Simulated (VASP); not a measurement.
# Te2Mo in VASP: further runs

The runs below take Te2Mo through single point, relaxation of the atoms, with PBE.

Everything below comes from runs of VASP 6.6.1. Logs are shortened: lines on timing, memory, paths and dates and some standing lists are left out, and cuts for length are marked.

### 1 The cell of the first run

The cell holds a slab with vacuum, 12 atoms: a = 3.560 Å, b = 3.560 Å, c = 63.684 Å, α = 90.00°, β = 90.00°, γ = 120.00°.

### 2 Single point, PBE

Input file INCAR:

```
ALGO = Normal
DIPOL = 0.5 0.5 0.500
EDIFF = 1E-6
ENCUT = 520
GGA = PE
IDIPOL = 3
ISIF = 2
ISMEAR = 0
KPAR = 4
LASPH = True
LCHARG = False
LDIPOL = True
LREAL = False
LWAVE = False
NBANDS = 64
NELM = 100
PREC = Accurate
SIGMA = 0.05
```

Input file KPOINTS:

```
k-points
0
Gamma
  9 9 1
```

Input file POSCAR:

```
Te2Mo
1.0
    3.5603917375      0.0000000000      0.0000000000
   -1.7801958688      3.0833896921      0.0000000000
    0.0000000000      0.0000000000     63.6839284442
Te Mo
8 4
Direct
    0.3333333333      0.6666666667      0.1413229400
    0.3333333333      0.6666666667      0.1975298900
    0.6666666667      0.3333333333      0.4128700400
    0.6666666667      0.3333333333      0.4690770000
    0.3333333333      0.6666666667      0.5309971232
    0.3333333333      0.6666666667      0.5877562136
    0.6666666667      0.3333333333      0.8021933611
    0.6666666667      0.3333333333      0.8589430003
    0.6666666667      0.3333333333      0.1694405100
    0.3333333333      0.6666666667      0.4409594300
    0.6666666667      0.3333333333      0.5593868548
    0.3333333333      0.6666666667      0.8305690675
```

Potentials or basis: VASP PAW PBE potentials, release 64 (Te, Mo_sv).

The run is started by

```sh
$ cat potpaw_PBE.64/Te/POTCAR potpaw_PBE.64/Mo_sv/POTCAR > POTCAR
$ mpirun -np 4 vasp_std > vasp.out
```

OUTCAR:

```text
EDIFF = 1E-6
   ENCUT = 520
   GGA = PE
   ISIF = 2
   ISMEAR = 0
   LASPH = True
   LREAL = False
   NELM = 100
   PREC = Accurate

 ion  position               nearest neighbor table
   1  0.333  0.667  0.141-   9 2.73   9 2.73   9 2.73   2 3.58
   2  0.333  0.667  0.198-   9 2.72   9 2.72   9 2.72   1 3.58
   3  0.667  0.333  0.413-  10 2.72  10 2.72  10 2.72   4 3.58
   4  0.667  0.333  0.469-  10 2.73  10 2.73  10 2.73   3 3.58
   5  0.333  0.667  0.531-  11 2.74  11 2.74  11 2.74   6 3.61
   6  0.333  0.667  0.588-  11 2.74  11 2.74  11 2.74   5 3.61
   7  0.667  0.333  0.802-  12 2.74  12 2.74  12 2.74   8 3.61
   8  0.667  0.333  0.859-  12 2.74  12 2.74  12 2.74   7 3.61
   9  0.667  0.333  0.169-   2 2.72   2 2.72   2 2.72   1 2.73   1 2.73   1 2.73
  10  0.333  0.667  0.441-   3 2.72   3 2.72   3 2.72   4 2.73   4 2.73   4 2.73
  11  0.667  0.333  0.559-   6 2.74   6 2.74   6 2.74   5 2.74   5 2.74   5 2.74
  12  0.333  0.667  0.831-   8 2.74   8 2.74   8 2.74   7 2.74   7 2.74   7 2.74

  LATTYP: Found a hexagonal cell.
 ALAT       =     3.5603917375
 C/A-ratio  =    17.8867757088

  Lattice vectors:

 A1 = (   3.5603917375,   0.0000000000,   0.0000000000)
 A2 = (  -1.7801958688,   3.0833896921,   0.0000000000)
 A3 = (   0.0000000000,   0.0000000000,  63.6839284442)

Analysis of symmetry for initial positions (statically):
=====================================================================
 Subroutine PRICEL returns:
 Original cell was already a primitive cell.

 Routine SETGRP: Setting up the symmetry group for a
 hexagonal supercell.

 Subroutine GETGRP returns: Found  6 space group operations
 (whereof  6 operations were pure point group operations)
 out of a pool of 24 trial point group operations.

The static configuration has the point symmetry C_3v.

Analysis of symmetry for dynamics (positions and initial velocities):
=====================================================================
 Subroutine PRICEL returns:
 Original cell was already a primitive cell.

 Routine SETGRP: Setting up the symmetry group for a
 hexagonal supercell.

 Subroutine GETGRP returns: Found  6 space group operations
 (whereof  6 operations were pure point group operations)
 out of a pool of 24 trial point group operations.

The dynamic configuration has the point symmetry C_3v.

 Subroutine INISYM returns: Found  6 space group operations
 (whereof  6 operations are pure point group operations),
 and found     1 'primitive' translations

----------------------------------------------------------------------------------------

                                     Primitive cell

  volume of cell :     699.1270

  direct lattice vectors                    reciprocal lattice vectors
     3.560391737  0.000000000  0.000000000     0.280867970  0.162159198  0.000000000
    -1.780195869  3.083389692  0.000000000     0.000000000  0.324318396  0.000000000
     0.000000000  0.000000000 63.683928444     0.000000000  0.000000000  0.015702549

  length of vectors
     3.560391737  3.560391738 63.683928444     0.324318396  0.324318396  0.015702549

  position of ions in fractional coordinates (direct lattice)
     0.333333333  0.666666667  0.141322940
     0.333333333  0.666666667  0.197529890
     0.666666667  0.333333333  0.412870040
     0.666666667  0.333333333  0.469077000
     0.333333333  0.666666667  0.530997123
     0.333333333  0.666666667  0.587756214
     0.666666667  0.333333333  0.802193361
     0.666666667  0.333333333  0.858943000
     0.666666667  0.333333333  0.169440510
     0.333333333  0.666666667  0.440959430
     0.666666667  0.333333333  0.559386855
     0.333333333  0.666666667  0.830569068

  ion indices of the primitive-cell ions
   primitive index   ion index
                 1           1
                 2           2
                 3           3
                 4           4
                 5           5
                 6           6
                 7           7
                 8           8
                 9           9
                10          10
                11          11
                12          12

----------------------------------------------------------------------------------------

 KPOINTS: k-points

Automatic generation of k-mesh.
 Grid dimensions read from file:
 generate k-points for:    9    9    1

 Generating k-lattice:

  Cartesian coordinates                     Fractional coordinates (reciprocal lattice)
     0.031207552  0.018017689  0.000000000     0.111111111  0.000000000  0.000000000
     0.000000000  0.036035377  0.000000000     0.000000000  0.111111111  0.000000000
     0.000000000  0.000000000  0.015702549     0.000000000  0.000000000  1.000000000

  Length of vectors
     0.036035377  0.036035377  0.015702549

  Shift w.r.t. Gamma in fractional coordinates (k-lattice)
     0.000000000  0.000000000  0.000000000

 Subroutine IBZKPT returns following result:
 ===========================================

 Found     12 irreducible k-points:

 Following reciprocal coordinates:
            Coordinates               Weight
  0.000000  0.000000  0.000000      1.000000
  0.111111  0.000000  0.000000      6.000000
  0.222222 -0.000000  0.000000      6.000000
  0.333333 -0.000000  0.000000      6.000000
  0.444444 -0.000000  0.000000      6.000000
  0.111111  0.111111  0.000000      6.000000
  0.222222  0.111111  0.000000     12.000000
  0.333333  0.111111  0.000000     12.000000
  0.444444  0.111111  0.000000      6.000000
  0.222222  0.222222  0.000000      6.000000
  0.333333  0.222222  0.000000     12.000000
  0.333333  0.333333  0.000000      2.000000
   k-points           NKPTS =     12   k-points in BZ     NKDIM =     12   number of bands    NBANDS=     64
   number of dos      NEDOS =    301   number of ions     NIONS =     12
   total plane-waves  NPLWV = 376320
   dimension x,y,z NGX =    28 NGY =   28 NGZ =  480
   dimension x,y,z NGXF=    56 NGYF=   56 NGZF=  960
   ions per type =               8   4
   NGX,Y,Z   is equivalent  to a cutoff of  13.07, 13.07, 12.53 a.u.
   NGXF,Y,Z  is equivalent  to a cutoff of  26.15, 26.15, 25.06 a.u.
 SYSTEM =  unknown system
   PREC   = accura    normal or accurate (medium, high low for compatibility)
   ISTART =      0    job   : 0-new  1-cont  2-samecut
   ICHARG =      2    charge: 1-file 2-atom 10-const
   ISPIN  =      1    spin polarized calculation?
   LNONCOLLINEAR =      F non collinear calculations
   LSORBIT =      F    spin-orbit coupling
   LASPH  =      T    aspherical Exc in radial PAW
   ENCUT  =  520.0 eV  38.22 Ry    6.18 a.u.   6.62  6.62118.41*2*pi/ulx,y,z
   NELM   =    100;   NELMIN=  2; NELMDL= -5     # of ELM steps
   EDIFF  = 0.1E-05   stopping-criterion for ELM
   LREAL  =      F    real-space projection
   EDIFFG = 0.1E-04   stopping-criterion for IOM
   NSW    =      0    number of steps for IOM
   IBRION =     -1    ionic relax: 0-MD 1-quasi-New 2-CG
   NFREE  =      0    steps in history (QN), initial steepest desc. (CG)
   ISIF   =      2    stress and relaxation
   ISYM   =      2    0-nonsym 1-usesym 2-fastsym
   POTIM  = 0.5000    time-step for ionic-motion
   TEBEG  =    0.0;   TEEND  =   0.0 temperature during run
   PSTRESS=    0.0 pullay stress
   NELECT =     104.0000    total number of electrons
   NUPDOWN=      -1.0000    fix difference up-down
   EMIN   =  10.00;   EMAX   =-10.00  energy-range for DOS
   EFERMI =   0.00;   METHOD = LEGACY
   ISMEAR =     0;   SIGMA  =   0.05  broadening in eV -4-tet -1-fermi 0-gaus
   EFERMI_NEDOS =   21; number of points for ismear=-14 and -15
   IALGO  =     38    algorithm
   IMIX   =      4    mixing-type and parameters
     AMIX     =   0.40;   BMIX     =  1.00
     AMIX_MAG =   1.60;   BMIX_MAG =  1.00
  volume/ion in A,a.u.               =      58.26       393.16
  Fermi-wavevector in a.u.,A,eV,Ry     =   0.867429  1.639203 10.237473  0.752433
  Thomas-Fermi vector in A             =   1.985962
   LORBIT       =      0    0 simple, 1 ext, 2 COOP (PROOUT), +10 PAW based schemes
   GGA     = PE    functional components
   LHFCALC =     F    Hartree Fock is set to
   AEXX    =    0.0000 exact exchange contribution
   IVDW    =     0    specifies the selected vdW correction
   LEPSILON=     F    determine dielectric tensor
   LRPA    =     F    only Hartree local field effects (RPA)
 non-spin polarized calculation
 Gauss-broadening in eV      SIGMA  =   0.05
  energy-cutoff  :      520.00
  volume of cell :      699.13
 maximum number of plane-waves:     19041
 NGX is ok and might be reduce to    28
   NGX = 13   NGY = 13   NGZ =237

 number of electron     104.0000001 magnetization

 dipolmoment           0.000000      0.000000      0.000137 electrons x Angstroem

 Free energy of the ion-electron system (eV)
  ---------------------------------------------------
  ext. energy  EPLUGINS =         0.00000000
  ---------------------------------------------------
  free energy    TOTEN  =       -72.10249022 eV

  energy without entropy =      -72.10249022  energy(sigma->0) =      -72.10249022

 E-fermi :   0.9615     XC(G=0):  -5.0787

 val. band max:        0.6452963066   @ k =   0.3333   0.3333   0.0000
 cond. band min:       1.6461117646   @ k =   0.3333   0.3333   0.0000
 fundamental gap:      1.0008154580
 Fermi energy:         0.9615472907

 k-point     1 :       0.0000    0.0000    0.0000
  band No.  band energies     occupation
      1     -60.0669      2.00000
      2     -60.0662      2.00000
      3     -60.0574      2.00000
      4     -60.0559      2.00000
      5     -34.2115      2.00000
      6     -34.2107      2.00000
[... 793 lines left out ...]
     63       3.1273      0.00000
     64       3.1286      0.00000

------------------------ aborting loop because EDIFF is reached ----------------------------------------

 vacuum level on the upper side and lower side of the slab       (xc-potential included)        -0.186        -0.189

  FORCE on cell =-STRESS in cart. coord.  units (eV):
  Direction    XX          YY          ZZ          XY          YZ          ZX
  --------------------------------------------------------------------------------------
  -------------------------------------------------------------------------------------
  Total        0.1368533      0.1368533      1.6719298     -0.0000000      0.0000000      0.0000000
  in kB        0.3136244      0.3136244      3.8315330     -0.0000000      0.0000000      0.0000000
  external PRESSURE =       1.4862606 kB  Pullay stress =       0.0000000 kB

 VOLUME and BASIS-vectors are now :
 -----------------------------------------------------------------------------
  energy-cutoff  :      520.00
  volume of cell :      699.13
      direct lattice vectors                 reciprocal lattice vectors
     3.560391737  0.000000000  0.000000000     0.280867970  0.162159198  0.000000000
    -1.780195869  3.083389692  0.000000000     0.000000000  0.324318396  0.000000000
     0.000000000  0.000000000 63.683928444     0.000000000  0.000000000  0.015702549

 POSITION                                       TOTAL-FORCE (eV/Angst)
 -----------------------------------------------------------------------------------
     -0.00000      2.05559      9.00000         0.000000     -0.000000     -0.224609
     -0.00000      2.05559     12.57948         0.000000     -0.000000      0.243786
      1.78020      1.02780     26.29319         0.000000     -0.000000     -0.242179
      1.78020      1.02780     29.87267         0.000000     -0.000000      0.232455
     -0.00000      2.05559     33.81598         0.000000     -0.000000      0.002931
     -0.00000      2.05559     37.43062        -0.000000     -0.000000      0.000058
      1.78020      1.02780     51.08682        -0.000000     -0.000000      0.001815
      1.78020      1.02780     54.70086        -0.000000     -0.000000     -0.000173
      1.78020      1.02780     10.79064         0.000000      0.000000     -0.019188
     -0.00000      2.05559     28.08203        -0.000000      0.000000      0.004142
      1.78020      1.02780     35.62395         0.000000     -0.000000      0.002389
     -0.00000      2.05559     52.89390        -0.000000     -0.000000     -0.001427
 -----------------------------------------------------------------------------------
    total drift:                               -0.000000      0.000000     -0.000230

  FREE ENERGIE OF THE ION-ELECTRON SYSTEM (eV)
  ---------------------------------------------------
  free  energy   TOTEN  =       -72.1024902177 eV

  energy  without entropy=      -72.1024902177  energy(sigma->0) =      -72.10249022

 vacuum level on the upper side and lower side of the slab         5.394         5.391
```

Run time: 4.3 min. Hardware: 4 MPI ranks of Intel Xeon 6975P-C (Granite Rapids), shared host; peak memory 1 GiB.

Results:

```yaml
Free_energy: -72.1025 eV
Largest_force: 0.244 eV/Å
Band_gap_on_the_k_mesh: 1.00 eV
```

Forces on the atoms (eV/Å):
```
Te   0.000  0.000 -0.225
Te   0.000  0.000  0.244
Te   0.000  0.000 -0.242
Te   0.000  0.000  0.232
Te   0.000  0.000  0.003
Te   0.000  0.000  0.000
Te   0.000  0.000  0.002
Te   0.000  0.000  0.000
Mo   0.000  0.000 -0.019
Mo   0.000  0.000  0.004
Mo   0.000  0.000  0.002
Mo   0.000  0.000 -0.001
```

Levels at points of the mesh, in eV from the valence-band top:
```
           k point  band 49  band 50  band 51  band 52  band 53  band 54  band 55  band 56
(0.00, 0.00, 0.00)    -0.55    -0.44    -0.43    -0.16     3.00     3.00     3.02     3.02
```

Caveat: spin-orbit coupling is left out, which moves the levels of the heavy elements.

(Part 1 of 2 ends here.)
